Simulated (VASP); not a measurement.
# GaB (P4/mmm) in VASP: notebook

The runs below take GaB through single point, with PBE, HSE06.

Everything below comes from runs of VASP 6.6.1. Logs are shortened: lines on timing, memory, paths and dates and some standing lists are left out, and cuts for length are marked.

## (1) The cell of the first run

The structure is tetragonal, space group P4/mmm (No. 123). Conventional cell: a = 2.705 Å, b = 2.705 Å, c = 3.207 Å, α = 90.00°, β = 90.00°, γ = 90.00°. Ga (site symmetry 4/mmm) has 8 B at 2.50 Å and 6 Ga at 2.70 to 3.21 Å within 3.3 Å. Within 3.3 Å of B (site symmetry 4/mmm) lie 8 Ga at 2.50 Å and 6 B at 2.70 to 3.21 Å.

## (2) Single point, PBE

The input, INCAR:

```
  PREC = Accurate
  ENCUT = 520
  EDIFF = 1E-7
  ISMEAR = -1
  SIGMA = 0.05
  LREAL = False
  LASPH = True
  NELM = 100
  ALGO = Normal
  ISIF = 2
  LWAVE = False
  LCHARG = True
  GGA = PE
  LELF = True
  LVHAR = True
  NBANDS = 15
```

The input, KPOINTS:

```
regular mesh
0
Gamma
  10 10 8
```

The input, POSCAR:

```
GaB
1.0
    2.7046137608      0.0000000000      0.0000000000
    0.0000000000      2.7046137608      0.0000000000
    0.0000000000      0.0000000000      3.2070824691
Ga B
1 1
Direct
    0.5000000000      0.5000000000      0.5000000000
    0.0000000000      0.0000000000      0.0000000000
```

Potentials or basis: VASP PAW PBE potentials, release 64 (Ga_d, B).

The run is started by

```
> cat potpaw_PBE.64/Ga_d/POTCAR potpaw_PBE.64/B/POTCAR > POTCAR
> mpirun -np 1 vasp_std > vasp.out
```

OUTCAR:

```text
PREC = Accurate
   ENCUT = 520
   EDIFF = 1E-7
   ISMEAR = -1
   LREAL = False
   LASPH = True
   NELM = 100
   ISIF = 2
   GGA = PE

 ion  position               nearest neighbor table
   1  0.500  0.500  0.500-   2 2.50   2 2.50   2 2.50   2 2.50   2 2.50   2 2.50   2 2.50   2 2.50

   2  0.000  0.000  0.000-   1 2.50   1 2.50   1 2.50   1 2.50   1 2.50   1 2.50   1 2.50   1 2.50

  LATTYP: Found a simple tetragonal cell.
 ALAT       =     2.7046137608
 C/A-ratio  =     1.1857820572

  Lattice vectors:

 A1 = (   2.7046137608,   0.0000000000,   0.0000000000)
 A2 = (   0.0000000000,   2.7046137608,   0.0000000000)
 A3 = (   0.0000000000,   0.0000000000,   3.2070824691)

Analysis of symmetry for initial positions (statically):
=====================================================================
 Subroutine PRICEL returns:
 Original cell was already a primitive cell.

 Routine SETGRP: Setting up the symmetry group for a
 simple tetragonal supercell.

 Subroutine GETGRP returns: Found 16 space group operations
 (whereof 16 operations were pure point group operations)
 out of a pool of 16 trial point group operations.

The static configuration has the point symmetry D_4h.

Analysis of symmetry for dynamics (positions and initial velocities):
=====================================================================
 Subroutine PRICEL returns:
 Original cell was already a primitive cell.

 Routine SETGRP: Setting up the symmetry group for a
 simple tetragonal supercell.

 Subroutine GETGRP returns: Found 16 space group operations
 (whereof 16 operations were pure point group operations)
 out of a pool of 16 trial point group operations.

The dynamic configuration has the point symmetry D_4h.

 Subroutine INISYM returns: Found 16 space group operations
 (whereof 16 operations are pure point group operations),
 and found     1 'primitive' translations

----------------------------------------------------------------------------------------

                                     Primitive cell

  volume of cell :      23.4596

  direct lattice vectors                    reciprocal lattice vectors
     2.704613761  0.000000000  0.000000000     0.369738561  0.000000000  0.000000000
     0.000000000  2.704613761  0.000000000     0.000000000  0.369738561  0.000000000
     0.000000000  0.000000000  3.207082469     0.000000000  0.000000000  0.311809880

  length of vectors
     2.704613761  2.704613761  3.207082469     0.369738561  0.369738561  0.311809880

  position of ions in fractional coordinates (direct lattice)
     0.500000000  0.500000000  0.500000000
     0.000000000  0.000000000  0.000000000

  ion indices of the primitive-cell ions
   primitive index   ion index
                 1           1
                 2           2

----------------------------------------------------------------------------------------

 KPOINTS: regular mesh

Automatic generation of k-mesh.
 Grid dimensions read from file:
 generate k-points for:   10   10    8

 Generating k-lattice:

  Cartesian coordinates                     Fractional coordinates (reciprocal lattice)
     0.036973856  0.000000000  0.000000000     0.100000000  0.000000000  0.000000000
     0.000000000  0.036973856  0.000000000     0.000000000  0.100000000  0.000000000
     0.000000000  0.000000000  0.038976235     0.000000000  0.000000000  0.125000000

  Length of vectors
     0.036973856  0.036973856  0.038976235

  Shift w.r.t. Gamma in fractional coordinates (k-lattice)
     0.000000000  0.000000000  0.000000000

 Subroutine IBZKPT returns following result:
 ===========================================

 Found    105 irreducible k-points:

 Following reciprocal coordinates:
            Coordinates               Weight
  0.000000  0.000000  0.000000      1.000000
  0.100000  0.000000  0.000000      4.000000
  0.200000  0.000000  0.000000      4.000000
  0.300000  0.000000  0.000000      4.000000
  0.400000  0.000000  0.000000      4.000000
  0.500000  0.000000  0.000000      2.000000
[... 16 lines left out ...]
  0.100000  0.000000  0.125000      8.000000
  0.200000  0.000000  0.125000      8.000000
 [... further k-points ...]
   k-points           NKPTS =    105   k-points in BZ     NKDIM =    105   number of bands    NBANDS=     15
   number of dos      NEDOS =    301   number of ions     NIONS =      2
   total plane-waves  NPLWV =   9600
   dimension x,y,z NGX =    20 NGY =   20 NGZ =   24
   dimension x,y,z NGXF=    40 NGYF=   40 NGZF=   48
   ions per type =               1   1
   NGX,Y,Z   is equivalent  to a cutoff of  12.29, 12.29, 12.44 a.u.
   NGXF,Y,Z  is equivalent  to a cutoff of  24.59, 24.59, 24.88 a.u.
 SYSTEM =  unknown system
   PREC   = accura    normal or accurate (medium, high low for compatibility)
   ISTART =      0    job   : 0-new  1-cont  2-samecut
   ICHARG =      2    charge: 1-file 2-atom 10-const
   ISPIN  =      1    spin polarized calculation?
   LNONCOLLINEAR =      F non collinear calculations
   LSORBIT =      F    spin-orbit coupling
   LASPH  =      T    aspherical Exc in radial PAW
   ENCUT  =  520.0 eV  38.22 Ry    6.18 a.u.   5.03  5.03  5.96*2*pi/ulx,y,z
   NELM   =    100;   NELMIN=  2; NELMDL= -5     # of ELM steps
   EDIFF  = 0.1E-06   stopping-criterion for ELM
   LREAL  =      F    real-space projection
   EDIFFG = 0.1E-05   stopping-criterion for IOM
   NSW    =      0    number of steps for IOM
   IBRION =     -1    ionic relax: 0-MD 1-quasi-New 2-CG
   NFREE  =      0    steps in history (QN), initial steepest desc. (CG)
   ISIF   =      2    stress and relaxation
   ISYM   =      2    0-nonsym 1-usesym 2-fastsym
   POTIM  = 0.5000    time-step for ionic-motion
   TEBEG  =    0.0;   TEEND  =   0.0 temperature during run
   PSTRESS=    0.0 pullay stress
   NELECT =      16.0000    total number of electrons
   NUPDOWN=      -1.0000    fix difference up-down
   EMIN   =  10.00;   EMAX   =-10.00  energy-range for DOS
   EFERMI =   0.00;   METHOD = LEGACY
   ISMEAR =    -1;   SIGMA  =   0.05  broadening in eV -4-tet -1-fermi 0-gaus
   EFERMI_NEDOS =   21; number of points for ismear=-14 and -15
   IALGO  =     38    algorithm
   IMIX   =      4    mixing-type and parameters
     AMIX     =   0.40;   BMIX     =  1.00
     AMIX_MAG =   1.60;   BMIX_MAG =  1.00
  volume/ion in A,a.u.               =      11.73        79.16
  Fermi-wavevector in a.u.,A,eV,Ry     =   1.441035  2.723162 28.253623  2.076583
  Thomas-Fermi vector in A             =   2.559713
   LORBIT       =      0    0 simple, 1 ext, 2 COOP (PROOUT), +10 PAW based schemes
   GGA     = PE    functional components
   LHFCALC =     F    Hartree Fock is set to
   AEXX    =    0.0000 exact exchange contribution
   IVDW    =     0    specifies the selected vdW correction
   LEPSILON=     F    determine dielectric tensor
   LRPA    =     F    only Hartree local field effects (RPA)
 non-spin polarized calculation
  energy-cutoff  :      520.00
  volume of cell :       23.46
 maximum number of plane-waves:       646
   NGX = 11   NGY = 11   NGZ = 11

 number of electron      16.0000013 magnetization

 Free energy of the ion-electron system (eV)
  ---------------------------------------------------
  ext. energy  EPLUGINS =         0.00000000
  ---------------------------------------------------
  free energy    TOTEN  =        -7.14774818 eV

  energy without entropy =       -7.14249761  energy(sigma->0) =       -7.14512290

 E-fermi :   7.0820     XC(G=0): -11.9930

 val. band max:        7.0480621205   @ k =   0.5000   0.5000   0.3750
 cond. band min:       7.1175607239   @ k =   0.4000   0.4000   0.2500
 fundamental gap:      0.0694986034
 Fermi energy:         7.0819629947

 k-point     1 :       0.0000    0.0000    0.0000
  band No.  band energies     occupation
      1      -8.2430      2.00000
      2      -8.0836      2.00000
      3      -7.7552      2.00000
      4      -7.7552      2.00000
      5      -7.7079      2.00000
      6      -6.4113      2.00000
      7       5.4331      2.00000
      8       9.1844      0.00000
      9       9.7739      0.00000
     10       9.7739      0.00000
     11      16.3153      0.00000
     12      16.6831      0.00000
     13      20.5749      0.00000
     14      21.7504      0.00000
     15      21.7504      0.00000

 k-point     2 :       0.1000    0.0000    0.0000
  band No.  band energies     occupation
      1      -8.2184      2.00000
      2      -8.0655      2.00000
      3      -7.7783      2.00000
      4      -7.7533      2.00000
      5      -7.7241      2.00000
      6      -6.2175      2.00000
      7       5.6425      2.00000
      8       8.2670      0.00000
      9       9.4525      0.00000
     10       9.9412      0.00000
     11      16.5881      0.00000
     12      17.6196      0.00000
     13      19.8658      0.00000
     14      21.6180      0.00000
     15      21.6317      0.00000

 k-point     3 :       0.2000    0.0000    0.0000
  band No.  band energies     occupation
      1      -8.1718      2.00000
      2      -8.0075      2.00000
      3      -7.8377      2.00000
      4      -7.7662      2.00000
      5      -7.7483      2.00000
      6      -5.6268      2.00000
      7       5.7241      2.00000
      8       6.2541      2.00000
      9       9.8344      0.00000
     10      10.4198      0.00000
     11      17.0296      0.00000
     12      17.6926      0.00000
     13      18.0299      0.00000
     14      21.1362      0.00000
     15      23.1932      0.00000

 k-point     4 :       0.3000    0.0000    0.0000
  band No.  band energies     occupation
      1      -8.1362      2.00000
      2      -7.9233      2.00000
      3      -7.9093      2.00000
      4      -7.8177      2.00000
      5      -7.7422      2.00000
      6      -4.6301      2.00000
      7       3.0940      2.00000
      8       7.2115      0.13954
      9      10.5246      0.00000
     10      11.1252      0.00000
     11      15.8031      0.00000
     12      16.0611      0.00000
     13      17.9205      0.00000
     14      20.1359      0.00000
     15      24.3905      0.00000
[... 307 lines left out ...]
 k-point    22 :       0.0000    0.0000    0.1250
  band No.  band energies     occupation
      1      -8.2409      2.00000
      2      -8.0717      2.00000
      3      -7.7627      2.00000
      4      -7.7627      2.00000
      5      -7.7074      2.00000
      6      -6.1916      2.00000
      7       3.7863      2.00000
      8       9.9571      0.00000
      9       9.9571      0.00000
     10      10.9049      0.00000
     11      16.6179      0.00000
     12      16.8793      0.00000
     13      20.3188      0.00000
     14      20.8524      0.00000
     15      20.8524      0.00000

 k-point    23 :       0.1000    0.0000    0.1250
  band No.  band energies     occupation
      1      -8.2162      2.00000
      2      -8.0522      2.00000
      3      -7.7892      2.00000
      4      -7.7606      2.00000
      5      -7.7234      2.00000
      6      -5.9960      2.00000
      7       3.9877      2.00000
      8       8.5098      0.00000
      9      10.1187      0.00000
     10      11.1338      0.00000
     11      16.8625      0.00000
     12      17.5425      0.00000
     13      19.1925      0.00000
     14      20.8400      0.00000
     15      21.5070      0.00000

 k-point    24 :       0.2000    0.0000    0.1250
  band No.  band energies     occupation
      1      -8.1692      2.00000
      2      -7.9906      2.00000
      3      -7.8550      2.00000
      4      -7.7657      2.00000
      5      -7.7546      2.00000
      6      -5.4034      2.00000
      7       4.5814      2.00000
      8       5.9337      2.00000
      9      10.5790      0.00000
     10      11.5116      0.00000
     11      15.9547      0.00000
     12      17.3348      0.00000
     13      19.1606      0.00000
     14      20.6637      0.00000
     15      23.3168      0.00000

 [... further k-points ...]
[... 5 lines left out ...]
  --------------------------------------------------------------------------------------
  -------------------------------------------------------------------------------------
  Total        0.3210329      0.3210329      0.3189750      0.0000000      0.0000000      0.0000000
  in kB       21.9249940     21.9249940     21.7844466      0.0000000      0.0000000      0.0000000
  external PRESSURE =      21.8781448 kB  Pullay stress =       0.0000000 kB

 VOLUME and BASIS-vectors are now :
 -----------------------------------------------------------------------------
  energy-cutoff  :      520.00
  volume of cell :       23.46
      direct lattice vectors                 reciprocal lattice vectors
     2.704613761  0.000000000  0.000000000     0.369738561  0.000000000  0.000000000
     0.000000000  2.704613761  0.000000000     0.000000000  0.369738561  0.000000000
     0.000000000  0.000000000  3.207082469     0.000000000  0.000000000  0.311809880

 POSITION                                       TOTAL-FORCE (eV/Angst)
 -----------------------------------------------------------------------------------
      1.35231      1.35231      1.60354         0.000000      0.000000      0.000000
      0.00000      0.00000      0.00000         0.000000      0.000000      0.000000
 -----------------------------------------------------------------------------------
    total drift:                               -0.000000      0.000000      0.000000

  FREE ENERGIE OF THE ION-ELECTRON SYSTEM (eV)
  ---------------------------------------------------
  free  energy   TOTEN  =        -7.1477481797 eV

  energy  without entropy=       -7.1424976127  energy(sigma->0) =       -7.14512290
```

Run time: 12 s. Hardware: 1 thread of Intel Xeon 6975P-C (Granite Rapids), shared host; peak memory 0.15 GiB.

Results:

```
Free energy            : -7.1477 eV
Pressure               : 2.2 GPa
Band gap on the k mesh : zero (band 8 reaches 11.46 eV, above the bottom of band 9 at 2.88 eV)
```

## (3) Single point, HSE06

This run uses another cell than the first one, of 12.20 Å³/atom, 1.040 times its volume.

The input, POSCAR:

```
GaB
1.0
    2.7362421140      0.0000000000      0.0000000000
    0.0000000000      2.7362421140      0.0000000000
    0.0000000000      0.0000000000      3.2576424789
Ga B
1 1
Direct
    0.5000000000      0.5000000000      0.5000000000
    0.0000000000      0.0000000000      0.0000000000
```

The input, INCAR.step1:

```
  ALGO = Normal
  EDIFF = 1E-5
  ENCUT = 520
  GGA = PE
  ISIF = 2
  ISMEAR = -1
  LASPH = T
  LREAL = F
  LWAVE = T
  NBANDS = 15
  NELM = 60
  PREC = Accurate
  SIGMA = 0.05
```

The input, INCAR.step2:

```
  ALGO = Normal
  EDIFF = 1E-7
  ENCUT = 520
  GGA = PE
  HFSCREEN = 0.2079
  ISIF = 2
  ISMEAR = -1
  ISTART = 1
  LASPH = T
  LCHARG = T
  LELF = T
  LHFCALC = T
  LREAL = F
  LVHAR = T
  LWAVE = F
  NBANDS = 15
  NELM = 60
  PREC = Accurate
  PRECFOCK = Normal
  SIGMA = 0.05
```

The input, KPOINTS:

```
k-points
0
Gamma
  5 5 4
```

Potentials or basis: VASP PAW PBE potentials, release 64 (Ga_d, B).

The run is started by

```
> cat potpaw_PBE.64/Ga_d/POTCAR potpaw_PBE.64/B/POTCAR > POTCAR
> cp INCAR.step1 INCAR
> mpirun -np 1 vasp_std > vasp.out
> cp INCAR.step2 INCAR
> mpirun -np 1 vasp_std > vasp.out
```

Wall time 4.9 min (1 thread of AMD EPYC 9R45 (Zen 5), shared host); peak memory 0.2 GiB.

Results (log left out):

* Free energy: -8.0706 eV
* Pressure: -5.8 GPa
* Band gap on the k mesh: zero (band 8 reaches 11.77 eV, above the bottom of band 9 at 3.99 eV)

Stress tensor (GPa, compression positive):
```
-5.08  0.00  0.00
 0.00 -5.08  0.00
 0.00  0.00 -7.24
```

Levels at points of the mesh, in eV from the Fermi level:
| k point | band 5 | band 6 | band 7 | band 8 | band 9 | band 10 | band 11 | band 12 |
| --- | --- | --- | --- | --- | --- | --- | --- | --- |
| (0.00, 0.00, 0.00) | -17.82 | -14.95 | -2.06 | 2.11 | 3.12 | 3.12 | 9.63 | 9.91 |
| (0.00, 0.00, 0.50) | -17.82 | -11.23 | -11.15 | 5.03 | 5.03 | 8.95 | 10.29 | 10.29 |

Caveat: the k points lie up to 0.48 Å⁻¹ apart; the PAW data sets were made with another functional, which shifts forces and pressure a little.

(Part 1 of 2 ends here.)
